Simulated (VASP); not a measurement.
# NaGeCl3 (Pm-3m) in VASP: single point with PBE

Aim: the single point of NaGeCl3 with PBE.

Everything below comes from runs of VASP 6.6.1. Logs are shortened: lines on timing, memory, paths and dates and some standing lists are left out, and cuts for length are marked.

**1. The cell of the first run**

It takes space group Pm-3m (No. 221, cubic). Conventional cell: a = 5.061 Å, b = 5.061 Å, c = 5.061 Å, α = 90.00°, β = 90.00°, γ = 90.00°. Within 4.7 Å of Na (site symmetry m-3m) lie 12 Cl at 3.58 Å and 8 Ge at 4.38 Å. Ge (site symmetry m-3m) has 6 Cl at 2.53 Å within 3.3 Å. Within 3.3 Å of Cl (site symmetry 4/mmm) lie 2 Ge at 2.53 Å.

**2. Single point, PBE (strain -2.5%)**

Contents of INCAR:

```
SYSTEM = NaGeCl3
PREC = Accurate ; ENCUT = 970
EDIFF = 1E-6 ; ISMEAR = -1
SIGMA = 0.02 ; LREAL = .FALSE.
LASPH = .TRUE. ; NELM = 120
ALGO = Normal ; ISIF = 2
LWAVE = .FALSE. ; LCHARG = .TRUE.
GGA = PE ; LELF = .TRUE.
LVHAR = .TRUE. ; NBANDS = 30
GGA_COMPAT = .FALSE.
```

Contents of KPOINTS:

```
regular mesh
0
G
  6 6 6
  0 0 0
```

Contents of POSCAR:

```
NaGeCl3
1.0
    5.0610986852      0.0000000000      0.0000000000
    0.0000000000      5.0610986852      0.0000000000
    0.0000000000      0.0000000000      5.0610986852
Na Ge Cl
1 1 3
Direct
    0.0000000000      0.0000000000      0.0000000000
    0.5000000000      0.5000000000      0.5000000000
    0.5000000000      0.5000000000      0.0000000000
    0.5000000000      0.0000000000      0.5000000000
    0.0000000000      0.5000000000      0.5000000000
```

Potentials or basis: VASP PAW PBE potentials, release 64 (Na_sv, Ge_d, Cl).

On the command line:

```console
> cat potpaw_PBE.64/Na_sv/POTCAR potpaw_PBE.64/Ge_d/POTCAR potpaw_PBE.64/Cl/POTCAR > POTCAR
> mpirun -np 1 vasp_std > vasp.out
```

OUTCAR:

```text
SYSTEM = NaGeCl3
   PREC = Accurate
   ENCUT = 970
   EDIFF = 1E-6
   ISMEAR = -1
   LREAL = .FALSE.
   LASPH = .TRUE.
   NELM = 120
   ISIF = 2
   GGA = PE

 ion  position               nearest neighbor table
   1  0.000  0.000  0.000-
   2  0.500  0.500  0.500-   3 2.53   4 2.53   5 2.53   3 2.53   4 2.53   5 2.53
   3  0.500  0.500  0.000-   2 2.53   2 2.53
   4  0.500  0.000  0.500-   2 2.53   2 2.53
   5  0.000  0.500  0.500-   2 2.53   2 2.53

  LATTYP: Found a simple cubic cell.
 ALAT       =     5.0610986852

  Lattice vectors:

 A1 = (   5.0610986852,   0.0000000000,   0.0000000000)
 A2 = (   0.0000000000,   5.0610986852,   0.0000000000)
 A3 = (   0.0000000000,   0.0000000000,   5.0610986852)

Analysis of symmetry for initial positions (statically):
=====================================================================
 Subroutine PRICEL returns:
 Original cell was already a primitive cell.

 Routine SETGRP: Setting up the symmetry group for a
 simple cubic supercell.

 Subroutine GETGRP returns: Found 48 space group operations
 (whereof 48 operations were pure point group operations)
 out of a pool of 48 trial point group operations.

The static configuration has the point symmetry O_h .

Analysis of symmetry for dynamics (positions and initial velocities):
=====================================================================
 Subroutine PRICEL returns:
 Original cell was already a primitive cell.

 Routine SETGRP: Setting up the symmetry group for a
 simple cubic supercell.

 Subroutine GETGRP returns: Found 48 space group operations
 (whereof 48 operations were pure point group operations)
 out of a pool of 48 trial point group operations.

The dynamic configuration has the point symmetry O_h .

 Subroutine INISYM returns: Found 48 space group operations
 (whereof 48 operations are pure point group operations),
 and found     1 'primitive' translations

----------------------------------------------------------------------------------------

                                     Primitive cell

  volume of cell :     129.6386

  direct lattice vectors                    reciprocal lattice vectors
     5.061098685  0.000000000  0.000000000     0.197585556  0.000000000  0.000000000
     0.000000000  5.061098685  0.000000000     0.000000000  0.197585556  0.000000000
     0.000000000  0.000000000  5.061098685     0.000000000  0.000000000  0.197585556

  length of vectors
     5.061098685  5.061098685  5.061098685     0.197585556  0.197585556  0.197585556

  position of ions in fractional coordinates (direct lattice)
     0.000000000  0.000000000  0.000000000
     0.500000000  0.500000000  0.500000000
     0.500000000  0.500000000  0.000000000
     0.500000000  0.000000000  0.500000000
     0.000000000  0.500000000  0.500000000

  ion indices of the primitive-cell ions
   primitive index   ion index
                 1           1
                 2           2
                 3           3
                 4           4
                 5           5

----------------------------------------------------------------------------------------

 KPOINTS: regular mesh

Automatic generation of k-mesh.
 Grid dimensions read from file:
 generate k-points for:    6    6    6

 Generating k-lattice:

  Cartesian coordinates                     Fractional coordinates (reciprocal lattice)
     0.032930926  0.000000000  0.000000000     0.166666667  0.000000000  0.000000000
     0.000000000  0.032930926  0.000000000     0.000000000  0.166666667  0.000000000
     0.000000000  0.000000000  0.032930926     0.000000000  0.000000000  0.166666667

  Length of vectors
     0.032930926  0.032930926  0.032930926

  Shift w.r.t. Gamma in fractional coordinates (k-lattice)
     0.000000000  0.000000000  0.000000000

 Subroutine IBZKPT returns following result:
 ===========================================

 Found     20 irreducible k-points:

 Following reciprocal coordinates:
            Coordinates               Weight
  0.000000  0.000000  0.000000      1.000000
  0.166667  0.000000  0.000000      6.000000
  0.333333  0.000000  0.000000      6.000000
  0.500000  0.000000  0.000000      3.000000
  0.166667  0.166667  0.000000     12.000000
  0.333333  0.166667  0.000000     24.000000
[... 12 lines left out ...]
  0.500000  0.500000  0.333333      6.000000
  0.500000  0.500000  0.500000      1.000000
   k-points           NKPTS =     20   k-points in BZ     NKDIM =     20   number of bands    NBANDS=     30
   number of dos      NEDOS =    301   number of ions     NIONS =      5
   total plane-waves  NPLWV = 157464
   dimension x,y,z NGX =    54 NGY =   54 NGZ =   54
   dimension x,y,z NGXF=   108 NGYF=  108 NGZF=  108
   ions per type =               1   1   3
   NGX,Y,Z   is equivalent  to a cutoff of  17.74, 17.74, 17.74 a.u.
   NGXF,Y,Z  is equivalent  to a cutoff of  35.48, 35.48, 35.48 a.u.
 SYSTEM =  NaGeCl3
   PREC   = accura    normal or accurate (medium, high low for compatibility)
   ISTART =      0    job   : 0-new  1-cont  2-samecut
   ICHARG =      2    charge: 1-file 2-atom 10-const
   ISPIN  =      1    spin polarized calculation?
   LNONCOLLINEAR =      F non collinear calculations
   LSORBIT =      F    spin-orbit coupling
   LASPH  =      T    aspherical Exc in radial PAW
   ENCUT  =  970.0 eV  71.29 Ry    8.44 a.u.  12.85 12.85 12.85*2*pi/ulx,y,z
   NELM   =    120;   NELMIN=  2; NELMDL= -5     # of ELM steps
   EDIFF  = 0.1E-05   stopping-criterion for ELM
   LREAL  =      F    real-space projection
   EDIFFG = 0.1E-04   stopping-criterion for IOM
   NSW    =      0    number of steps for IOM
   IBRION =     -1    ionic relax: 0-MD 1-quasi-New 2-CG
   NFREE  =      0    steps in history (QN), initial steepest desc. (CG)
   ISIF   =      2    stress and relaxation
   ISYM   =      2    0-nonsym 1-usesym 2-fastsym
   POTIM  = 0.5000    time-step for ionic-motion
   TEBEG  =    0.0;   TEEND  =   0.0 temperature during run
   PSTRESS=    0.0 pullay stress
   NELECT =      44.0000    total number of electrons
   NUPDOWN=      -1.0000    fix difference up-down
   EMIN   =  10.00;   EMAX   =-10.00  energy-range for DOS
   EFERMI =   0.00;   METHOD = LEGACY
   ISMEAR =    -1;   SIGMA  =   0.02  broadening in eV -4-tet -1-fermi 0-gaus
   EFERMI_NEDOS =   21; number of points for ismear=-14 and -15
   IALGO  =     38    algorithm
   IMIX   =      4    mixing-type and parameters
     AMIX     =   0.40;   BMIX     =  1.00
     AMIX_MAG =   1.60;   BMIX_MAG =  1.00
  volume/ion in A,a.u.               =      25.93       174.97
  Fermi-wavevector in a.u.,A,eV,Ry     =   1.141951  2.157975 17.742715  1.304053
  Thomas-Fermi vector in A             =   2.278650
   LORBIT       =      0    0 simple, 1 ext, 2 COOP (PROOUT), +10 PAW based schemes
   GGA     = PE    functional components
   LHFCALC =     F    Hartree Fock is set to
   AEXX    =    0.0000 exact exchange contribution
   IVDW    =     0    specifies the selected vdW correction
   LEPSILON=     F    determine dielectric tensor
   LRPA    =     F    only Hartree local field effects (RPA)
 non-spin polarized calculation
  energy-cutoff  :      970.00
  volume of cell :      129.64
 maximum number of plane-waves:      9008
 NGX is ok and might be reduce to    54
   NGX = 25   NGY = 25   NGZ = 25

 number of electron      44.0000012 magnetization

 Free energy of the ion-electron system (eV)
  ---------------------------------------------------
  ext. energy  EPLUGINS =         0.00000000
  ---------------------------------------------------
  free energy    TOTEN  =       -16.57518066 eV

  energy without entropy =      -16.57515703  energy(sigma->0) =      -16.57516884

 E-fermi :   3.7888     XC(G=0):  -8.0681

 val. band max:        3.6977131503   @ k =   0.5000   0.5000   0.5000
 cond. band min:       3.9019267052   @ k =   0.5000   0.5000   0.5000
 fundamental gap:      0.2042135549
 Fermi energy:         3.7887519701

 k-point     1 :       0.0000    0.0000    0.0000
  band No.  band energies     occupation
      1     -50.7153      2.00000
      2     -22.6148      2.00000
      3     -22.6148      2.00000
      4     -22.6148      2.00000
      5     -22.2966      2.00000
      6     -22.2966      2.00000
[... 22 lines left out ...]
     29       9.3584      0.00000
     30       9.3584      0.00000

 k-point     2 :       0.1667    0.0000    0.0000
  band No.  band energies     occupation
      1     -50.7153      2.00000
      2     -22.6148      2.00000
      3     -22.6147      2.00000
      4     -22.6147      2.00000
      5     -22.2966      2.00000
      6     -22.2955      2.00000
[... 22 lines left out ...]
     29       8.7110      0.00000
     30       9.4227      0.00000

 k-point     3 :       0.3333    0.0000    0.0000
  band No.  band energies     occupation
      1     -50.7153      2.00000
      2     -22.6151      2.00000
      3     -22.6146      2.00000
      4     -22.6146      2.00000
      5     -22.2966      2.00000
      6     -22.2932      2.00000
[... 22 lines left out ...]
     29       9.2207      0.00000
     30       9.2259      0.00000

 k-point     4 :       0.5000    0.0000    0.0000
  band No.  band energies     occupation
      1     -50.7153      2.00000
      2     -22.6152      2.00000
      3     -22.6145      2.00000
      4     -22.6145      2.00000
      5     -22.2966      2.00000
      6     -22.2921      2.00000
[... 484 lines left out ...]
     29       9.5917      0.00000
     30      10.8721      0.00000

 k-point    19 :       0.5000    0.5000    0.3333
  band No.  band energies     occupation
      1     -50.7153      2.00000
      2     -22.6151      2.00000
      3     -22.6151      2.00000
      4     -22.6149      2.00000
      5     -22.2909      2.00000
      6     -22.2898      2.00000
[... 22 lines left out ...]
     29       9.5118      0.00000
     30      10.6230      0.00000

 k-point    20 :       0.5000    0.5000    0.5000
  band No.  band energies     occupation
      1     -50.7154      2.00000
      2     -22.6153      2.00000
      3     -22.6153      2.00000
      4     -22.6153      2.00000
      5     -22.2897      2.00000
      6     -22.2897      2.00000
[... 22 lines left out ...]
     29       9.7576      0.00000
     30      10.3795      0.00000

------------------------ aborting loop because EDIFF is reached ----------------------------------------

  FORCE on cell =-STRESS in cart. coord.  units (eV):
  Direction    XX          YY          ZZ          XY          YZ          ZX
  --------------------------------------------------------------------------------------
  -------------------------------------------------------------------------------------
  Total        2.4189808      2.4189808      2.4189808      0.0000000     -0.0000000      0.0000000
  in kB       29.8956908     29.8956908     29.8956908      0.0000000     -0.0000000      0.0000000
  external PRESSURE =      29.8956908 kB  Pullay stress =       0.0000000 kB

 VOLUME and BASIS-vectors are now :
 -----------------------------------------------------------------------------
  energy-cutoff  :      970.00
  volume of cell :      129.64
      direct lattice vectors                 reciprocal lattice vectors
     5.061098685  0.000000000  0.000000000     0.197585556  0.000000000  0.000000000
     0.000000000  5.061098685  0.000000000     0.000000000  0.197585556  0.000000000
     0.000000000  0.000000000  5.061098685     0.000000000  0.000000000  0.197585556

 POSITION                                       TOTAL-FORCE (eV/Angst)
 -----------------------------------------------------------------------------------
      0.00000      0.00000      0.00000         0.000000      0.000000      0.000000
      2.53055      2.53055      2.53055         0.000000      0.000000      0.000000
      2.53055      2.53055      0.00000         0.000000      0.000000      0.000000
      2.53055      0.00000      2.53055         0.000000      0.000000      0.000000
      0.00000      2.53055      2.53055         0.000000      0.000000      0.000000
 -----------------------------------------------------------------------------------
    total drift:                                0.000000      0.000000      0.000000

  FREE ENERGIE OF THE ION-ELECTRON SYSTEM (eV)
  ---------------------------------------------------
  free  energy   TOTEN  =       -16.5751806599 eV

  energy  without entropy=      -16.5751570283  energy(sigma->0) =      -16.57516884
```

It took 2.1 min on 1 thread of AMD EPYC 9R45 (Zen 5), shared host; peak memory 0.46 GiB.

What came out:

| Quantity | Value |
| --- | --- |
| Free energy | -16.5752 eV |
| Pressure | 3.0 GPa |
| Band gap on the k mesh | 0.20 eV |

Levels at points of the mesh, in eV from the valence-band top:
| k point | band 20 | band 21 | band 22 | band 23 | band 24 | band 25 |
| --- | --- | --- | --- | --- | --- | --- |
| (0.00, 0.00, 0.00) | -4.19 | -4.19 | -4.19 | 0.54 | 4.69 | 4.69 |
| (0.50, 0.00, 0.00) | -4.22 | -4.22 | -2.73 | 1.27 | 2.44 | 3.05 |
| (0.50, 0.50, 0.00) | -4.65 | -3.61 | -1.33 | 0.83 | 0.83 | 2.69 |
| (0.50, 0.50, 0.50) | -3.60 | -3.60 | 0.00 | 0.20 | 0.20 | 0.20 |

Caveat: the cell differs from its parent crystal (strain -2.5%). A k mesh can miss the band edges.
